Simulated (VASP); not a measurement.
Here is a VASP 6.6.1 calculation.

File POSCAR:

```
KF
1.0
    0.1389753142      2.7447624552      2.7447624552
    2.7447624552      0.1389753142      2.7447624552
    2.7447624552      2.7447624552      0.1389753142
K F
1 1
Direct
    0.0000000000      0.0000000000      0.0000000000
    0.5000000000      0.5000000000      0.5000000000
```

The input INCAR.step1:

```
ALGO = Normal
EDIFF = 1E-4
ENCUT = 520
GGA = PE
ISMEAR = 0
LASPH = True
LCHARG = False
LREAL = False
LWAVE = True
NBANDS = 15
NELM = 100
PREC = Accurate
SIGMA = 0.05
```

File INCAR.step2:

```
ALGO = Normal
EDIFF = 1E-7
ENCUT = 520
ISIF = 2
ISMEAR = 0
ISTART = 1
LASPH = True
LCHARG = True
LELF = True
LMIXTAU = True
LREAL = False
LVHAR = True
LWAVE = False
METAGGA = R2SCAN
NBANDS = 15
NELM = 100
PREC = Accurate
SIGMA = 0.05
```

The input KPOINTS:

```
k-points
0
Gamma
  8 8 8
```

Potentials or basis: VASP PAW PBE potentials, release 64 (K_sv, F).

Launch:

```bash
$ cat potpaw_PBE.64/K_sv/POTCAR potpaw_PBE.64/F/POTCAR > POTCAR
$ cp INCAR.step1 INCAR
$ mpirun -np 1 vasp_std > vasp.out
$ cp INCAR.step2 INCAR
$ mpirun -np 1 vasp_std > vasp.out
```

Q: What does it give for the pressure?

A: -0.7 GPa.

Q: What does it give for the band gap on the k mesh?

A: 6.77 eV, direct.

Stress tensor (GPa, compression positive):
```
-0.71 -0.77 -0.77
-0.77 -0.71 -0.77
-0.77 -0.77 -0.71
```

Caveat: the PAW data sets were made with another functional, which shifts forces and pressure a little. A k mesh can miss the band edges.
